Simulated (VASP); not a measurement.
# NbAs in VASP: single point with PBE

Aim: the single point of NbAs with PBE.

Everything below comes from runs of VASP 6.6.1. Logs are shortened: lines on timing, memory, paths and dates and some standing lists are left out, and cuts for length are marked.

**1. The cell of the first run**

The cell holds a slab with vacuum, 8 atoms: a = 3.452 Å, b = 3.452 Å, c = 29.741 Å, α = 90.00°, β = 90.00°, γ = 90.00°.

**2. Single point, PBE**

INCAR reads:

```
  PREC = Accurate
  ENCUT = 520
  EDIFF = 1E-6
  ISMEAR = 0
  SIGMA = 0.05
  LREAL = F
  LASPH = T
  NELM = 100
  ALGO = Normal
  ISIF = 2
  LWAVE = F
  LCHARG = F
  LDIPOL = T
  IDIPOL = 3
  DIPOL = 0.5 0.5 0.501
  GGA = PE
  NBANDS = 46
```

KPOINTS reads:

```
Automatic mesh
0
Gamma
  8 8 1
```

POSCAR reads:

```
NbAs
1.0
    3.4517000000      0.0000000000      0.0000000000
    0.0000000000      3.4517000000      0.0000000000
    0.0000000000      0.0000000000     29.7411200738
As Nb
4 4
Direct
    0.0000000000      0.0000000000      0.3362348148
    0.5000000000      0.0000000000      0.4344153825
    0.5000000000      0.5000000000      0.5338361354
    0.0000000000      0.5000000000      0.6340491061
    0.5000000000      0.5000000000      0.3692234820
    0.0000000000      0.5000000000      0.4674040498
    0.0000000000      0.0000000000      0.5669774405
    0.5000000000      0.0000000000      0.6618742717
```

Potentials or basis: VASP PAW PBE potentials, release 64 (As, Nb_sv).

The run is started by

```
$ cat potpaw_PBE.64/As/POTCAR potpaw_PBE.64/Nb_sv/POTCAR > POTCAR
$ mpirun -np 1 vasp_std > vasp.out
```

OUTCAR:

```text
PREC = Accurate
   ENCUT = 520
   EDIFF = 1E-6
   ISMEAR = 0
   LREAL = F
   LASPH = T
   NELM = 100
   ISIF = 2
   GGA = PE

 ion  position               nearest neighbor table
   1  0.000  0.000  0.336-   5 2.63   5 2.63   5 2.63   5 2.63
   2  0.500  0.000  0.434-   5 2.60   5 2.60   6 2.63   6 2.63   6 2.63   6 2.63
   3  0.500  0.500  0.534-   6 2.62   6 2.62   7 2.63   7 2.63   7 2.63   7 2.63
   4  0.000  0.500  0.634-   8 2.58   8 2.58   8 2.58   8 2.58   7 2.64   7 2.64
   5  0.500  0.500  0.369-   2 2.60   2 2.60   1 2.63   1 2.63   1 2.63   1 2.63
   6  0.000  0.500  0.467-   3 2.62   3 2.62   2 2.63   2 2.63   2 2.63   2 2.63
   7  0.000  0.000  0.567-   3 2.63   3 2.63   3 2.63   3 2.63   4 2.64   4 2.64
   8  0.500  0.000  0.662-   4 2.58   4 2.58   4 2.58   4 2.58

  LATTYP: Found a simple tetragonal cell.
 ALAT       =     3.4517000000
 C/A-ratio  =     8.6163687672

  Lattice vectors:

 A1 = (   3.4517000000,   0.0000000000,   0.0000000000)
 A2 = (   0.0000000000,   3.4517000000,   0.0000000000)
 A3 = (   0.0000000000,   0.0000000000,  29.7411200738)

Analysis of symmetry for initial positions (statically):
=====================================================================
 Subroutine PRICEL returns:
 Original cell was already a primitive cell.

 Routine SETGRP: Setting up the symmetry group for a
 simple tetragonal supercell.

 Subroutine GETGRP returns: Found  4 space group operations
 (whereof  4 operations were pure point group operations)
 out of a pool of 16 trial point group operations.

The static configuration has the point symmetry C_2v.

Analysis of symmetry for dynamics (positions and initial velocities):
=====================================================================
 Subroutine PRICEL returns:
 Original cell was already a primitive cell.

 Routine SETGRP: Setting up the symmetry group for a
 simple tetragonal supercell.

 Subroutine GETGRP returns: Found  4 space group operations
 (whereof  4 operations were pure point group operations)
 out of a pool of 16 trial point group operations.

The dynamic configuration has the point symmetry C_2v.

 Subroutine INISYM returns: Found  4 space group operations
 (whereof  4 operations are pure point group operations),
 and found     1 'primitive' translations

[... 117 lines left out ...]
   NUPDOWN=      -1.0000    fix difference up-down
   EMIN   =  10.00;   EMAX   =-10.00  energy-range for DOS
   EFERMI =   0.00;   METHOD = LEGACY
   ISMEAR =     0;   SIGMA  =   0.05  broadening in eV -4-tet -1-fermi 0-gaus
   EFERMI_NEDOS =   21; number of points for ismear=-14 and -15
   IALGO  =     38    algorithm
   IMIX   =      4    mixing-type and parameters
     AMIX     =   0.40;   BMIX     =  1.00
     AMIX_MAG =   1.60;   BMIX_MAG =  1.00
  volume/ion in A,a.u.               =      44.29       298.90
  Fermi-wavevector in a.u.,A,eV,Ry     =   0.962449  1.818765 12.603194  0.926309
  Thomas-Fermi vector in A             =   2.091909
   LORBIT       =      0    0 simple, 1 ext, 2 COOP (PROOUT), +10 PAW based schemes
   GGA     = PE    functional components
   LHFCALC =     F    Hartree Fock is set to
   AEXX    =    0.0000 exact exchange contribution
   IVDW    =     0    specifies the selected vdW correction
   LEPSILON=     F    determine dielectric tensor
   LRPA    =     F    only Hartree local field effects (RPA)
 non-spin polarized calculation
 Gauss-broadening in eV      SIGMA  =   0.05
  energy-cutoff  :      520.00
  volume of cell :      354.34
 maximum number of plane-waves:      9591
 NGX is ok and might be reduce to    28
   NGX = 13   NGY = 13   NGZ =111

 dipolmoment           0.000000      0.000000      0.009301 electrons x Angstroem

 number of electron      71.9999999 magnetization

 dipolmoment           0.000000      0.000000     -0.069312 electrons x Angstroem

 Free energy of the ion-electron system (eV)
  ---------------------------------------------------
  ext. energy  EPLUGINS =         0.00000000
  ---------------------------------------------------
  free energy    TOTEN  =       -62.11939058 eV

  energy without entropy =      -62.11133553  energy(sigma->0) =      -62.11536305

 E-fermi :   1.0764     XC(G=0):  -5.3314

 val. band max:        1.0760078813   @ k =   0.0000   0.3750   0.0000
 cond. band min:       1.0976483544   @ k =  -0.1250   0.5000   0.0000
 fundamental gap:      0.0216404732
 Fermi energy:         1.0764234896

 k-point     1 :       0.0000    0.0000    0.0000
  band No.  band energies     occupation
      1     -54.0163      2.00000
      2     -53.9911      2.00000
      3     -53.9283      2.00000
      4     -53.9092      2.00000
      5     -30.2291      2.00000
      6     -30.1412      2.00000
[... 1165 lines left out ...]
     45       4.1818      0.00000
     46       4.6635      0.00000

 [... further k-points ...]

------------------------ aborting loop because EDIFF is reached ----------------------------------------

 vacuum level on the upper side and lower side of the slab       (xc-potential included)        -0.716         0.316

  FORCE on cell =-STRESS in cart. coord.  units (eV):
  Direction    XX          YY          ZZ          XY          YZ          ZX
  --------------------------------------------------------------------------------------
  -------------------------------------------------------------------------------------
  Total       -0.5179961      0.8627905      1.0354357      0.0000000      0.0000000      0.0000000
  in kB       -2.3421446      3.9011489      4.6817727      0.0000000      0.0000000      0.0000000
  external PRESSURE =       2.0802590 kB  Pullay stress =       0.0000000 kB

 VOLUME and BASIS-vectors are now :
 -----------------------------------------------------------------------------
  energy-cutoff  :      520.00
  volume of cell :      354.34
      direct lattice vectors                 reciprocal lattice vectors
     3.451700000  0.000000000  0.000000000     0.289712316  0.000000000  0.000000000
     0.000000000  3.451700000  0.000000000     0.000000000  0.289712316  0.000000000
     0.000000000  0.000000000 29.741120074     0.000000000  0.000000000  0.033623481

 POSITION                                       TOTAL-FORCE (eV/Angst)
 -----------------------------------------------------------------------------------
      0.00000      0.00000     10.00000         0.000000      0.000000     -0.170709
      1.72585      0.00000     12.92000         0.000000      0.000000      0.257968
      1.72585      1.72585     15.87688         0.000000      0.000000     -0.012013
      0.00000      1.72585     18.85733         0.000000      0.000000     -0.003750
      1.72585      1.72585     10.98112         0.000000      0.000000     -0.275158
      0.00000      1.72585     13.90112         0.000000      0.000000      0.227016
      0.00000      0.00000     16.86254         0.000000      0.000000     -0.014550
      1.72585      0.00000     19.68488         0.000000      0.000000     -0.008804
 -----------------------------------------------------------------------------------
    total drift:                                0.000000     -0.000000     -0.000903

  FREE ENERGIE OF THE ION-ELECTRON SYSTEM (eV)
  ---------------------------------------------------
  free  energy   TOTEN  =       -62.1193905755 eV

  energy  without entropy=      -62.1113355321  energy(sigma->0) =      -62.11536305

 vacuum level on the upper side and lower side of the slab         4.835         5.882
```

OSZICAR:

```text
N       E                     dE             d eps       ncg     rms          rms(c)
DAV:   1     0.691782255174E+03    0.69178E+03   -0.36337E+04  2812   0.136E+03
DAV:   2     0.147880627660E+01   -0.69030E+03   -0.67581E+03  3148   0.475E+02
DAV:   3    -0.601621376318E+02   -0.61641E+02   -0.60844E+02  3296   0.108E+02
[... 21 lines left out ...]
DAV:  25    -0.621193744946E+02   -0.14659E-04   -0.57637E-07  1832   0.396E-03    0.141E-03
DAV:  26    -0.621193847325E+02   -0.10238E-04   -0.41396E-07  1882   0.341E-03    0.625E-04
DAV:  27    -0.621193882936E+02   -0.35611E-05   -0.21427E-07  1768   0.183E-03    0.364E-04
DAV:  28    -0.621193899006E+02   -0.16069E-05   -0.75185E-08  1634   0.155E-03    0.237E-04
DAV:  29    -0.621193905755E+02   -0.67495E-06   -0.68713E-08  1680   0.117E-03
   1 F= -.62119391E+02 E0= -.62115363E+02  d E =-.805504E-02
```

stdout:

```text
POSCAR found type information on POSCAR AsNb
 POSCAR found :  2 types and       8 ions
 scaLAPACK will be used
 LDA part: xc-table for (Slater+PW92), standard interpolation
 POSCAR, INCAR and KPOINTS ok, starting setup
 FFT: planning ... GRIDC
 FFT: planning ... GRID_SOFT
 FFT: planning ... GRID
 WAVECAR not read
 entering main loop
```

It took 16 min on 1 thread of Intel Xeon Platinum 8259CL at 2.50GHz (Skylake/Cascade Lake), shared host; peak memory 0.65 GiB.

Results:

- Free energy: -62.1194 eV
- Largest force: 0.275 eV/Å
- Band gap on the k mesh: zero (bands 36 and 37 overlap by 0.93 eV)

Forces in eV/Å, atoms in the order of the input:
```
As   0.000  0.000 -0.171
As   0.000  0.000  0.258
As   0.000  0.000 -0.012
As   0.000  0.000 -0.004
Nb   0.000  0.000 -0.275
Nb   0.000  0.000  0.227
Nb   0.000  0.000 -0.015
Nb   0.000  0.000 -0.009
```

Levels at points of the mesh, in eV from the Fermi level:
```
           k point  band 34  band 35  band 36  band 37  band 38  band 39
(0.00, 0.00, 0.00)    -0.88    -0.21    -0.20    -0.04     0.84     1.00
(0.50, 0.00, 0.00)    -0.95     0.09     0.22     0.27     0.52     1.05
(0.00, 0.50, 0.00)    -0.44     0.02     0.10     0.11     0.20     0.39
(0.50, 0.50, 0.00)    -0.47    -0.35     0.70     0.72     1.58     2.20
```
